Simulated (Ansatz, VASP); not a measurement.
**Two plane-wave programs on C**

File INCAR:

```
SYSTEM = C
PREC = Accurate ; ENCUT = 520
EDIFF = 1E-6 ; ISMEAR = -1
SIGMA = 0.05 ; LREAL = .FALSE.
LASPH = .TRUE. ; NELM = 60
ALGO = Normal ; ISIF = 2
LWAVE = .FALSE. ; LCHARG = .FALSE.
GGA = PE ; NBANDS = 16
```

Contents of KPOINTS:

```
regular mesh
0
G
  12 12 4
  0 0 0
```

Contents of POSCAR:

```
C
1.0
    1.2280479700     -2.1270618200      0.0000000000
    1.2280479700      2.1270618200      0.0000000000
    0.0000000000      0.0000000000      7.1732677600
C
4
Direct
    0.9099790000      0.0946180000      0.7559010000
    0.4113720000      0.5891870000      0.2515820000
    0.1041140000      0.9101690000      0.2456980000
    0.5567260000      0.3731580000      0.7527460000
```

input.yaml

```yaml
crystal:
  lattice:
    - [1.22804797, -2.12706182, 0.0]
    - [1.22804797, 2.12706182, 0.0]
    - [0.0, 0.0, 7.17326776]
  atoms:
    - { symbol: C, position: [0.909979, 0.094618, 0.755901] }
    - { symbol: C, position: [0.411372, 0.589187, 0.251582] }
    - { symbol: C, position: [0.104114, 0.910169, 0.245698] }
    - { symbol: C, position: [0.556726, 0.373158, 0.752746] }
hamiltonian:
  xc: pbe
  pseudopotentials: { kind: paw }
kpoints:
  mp_grid: { grid: [12, 12, 4] }
scf:
  occupations: { method: fermi_dirac, width: 0.05 }
output:
  forces: true
  stress: true
  eigenvalues: true
```

Change from the starting cell: atoms moved at random, drawn with an rms of 0.05 Å.

Alike in both runs: task single point; functional PBE; k mesh 12 × 12 × 4; occupations fermi-dirac, width 0.05 eV; no spin polarisation.

|  | VASP | Ansatz |
| --- | --- | --- |
| version | VASP 6.6.1 | Ansatz 0.2.0 |
| potentials or method | VASP PAW PBE potentials, release 64 (C) | Ansatz PAW |
| plane-wave cutoff (eV) | 520 | 420 |
| valence electrons in the cell | 16 | 16 |

|  | VASP | Ansatz | Ansatz less VASP |
| --- | --- | --- | --- |
| gap on the k mesh at the Fermi level (eV) | 0.77 | 0.77 | 0.000 |
| least direct gap on the mesh (eV) | 0.80 | 0.80 | +0.001 |
| pressure (GPa) | 8.3 | 8.0 | -0.33 |
| traceless stress, the component that is largest in VASP (GPa) | 12.07 | 11.73 | -0.344 |
| rms of the force components (eV/Å) | 3.097 | 3.096 | -0.0014 |

Atom by atom the forces differ by 0.002 eV/Å (rms over components).
